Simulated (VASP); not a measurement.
# MoS2: single point with PBE+D3(BJ)

The system is MoS2.

```
Mo S
1.0
     3.11997    0.00000    0.00000
    -1.55999    2.70197    0.00000
     0.00000    0.00000    6.40766
Mo S
1 2
Direct
  0.00000 0.00000 0.00000
  0.33333 0.66667 0.24497
  0.33333 0.66667 0.75503
```

* Program: VASP 6.6.1
* Task: single point
* Functional: PBE
* Dispersion: D3(BJ)
* Potentials or basis: VASP PAW PBE potentials, release 64 (Mo_sv, S)
* Cutoff: 520 eV
* k mesh: 12 × 12 × 4
* Occupations: gaussian, width 0.02 eV
* Spin: no spin polarisation
* Dipole correction: no
* Further INCAR settings: ALGO = Normal; EDIFF = 1e-06; NBANDS = 20

| Item | Value |
| --- | --- |
| Pressure | 2.9 GPa |
| Largest force | 0.018 eV/Å |
| Band gap on the k mesh | 1.02 eV (least direct gap 1.85 eV) |
| Dispersion energy per atom | -0.420 eV |

Forces in eV/Å, atoms in the order of the input:
```
Mo   0.000  0.000  0.000
S    0.000  0.000 -0.018
S    0.000  0.000  0.018
```

Stress tensor (GPa, compression positive):
```
2.93 0.00 0.00
0.00 2.93 0.00
0.00 0.00 2.79
```

Levels at points of the mesh, in eV from the valence-band top:
| k point | band 9 | band 10 | band 11 | band 12 | band 13 | band 14 | band 15 | band 16 | band 17 | band 18 |
| --- | --- | --- | --- | --- | --- | --- | --- | --- | --- | --- |
| (0.00, 0.00, 0.00) | -3.10 | -1.92 | -1.92 | -1.40 | -1.23 | 2.45 | 2.45 | 2.53 | 2.53 | 5.89 |
| (0.50, 0.00, 0.00) | -5.07 | -3.69 | -1.97 | -1.52 | -1.45 | 1.94 | 2.25 | 3.89 | 4.07 | 5.04 |
| (0.00, 0.00, 0.50) | -3.08 | -3.08 | -1.96 | -1.96 | 0.00 | 2.33 | 2.33 | 2.70 | 2.70 | 6.11 |
| (0.50, 0.00, 0.50) | -4.47 | -3.73 | -3.21 | -1.32 | -0.88 | 1.97 | 2.56 | 3.02 | 3.76 | 6.71 |

Wall time 110 s on 1 thread of Intel Xeon 8259CL (shared host), peak memory 0.22 GiB.

A k mesh can miss the band edges.
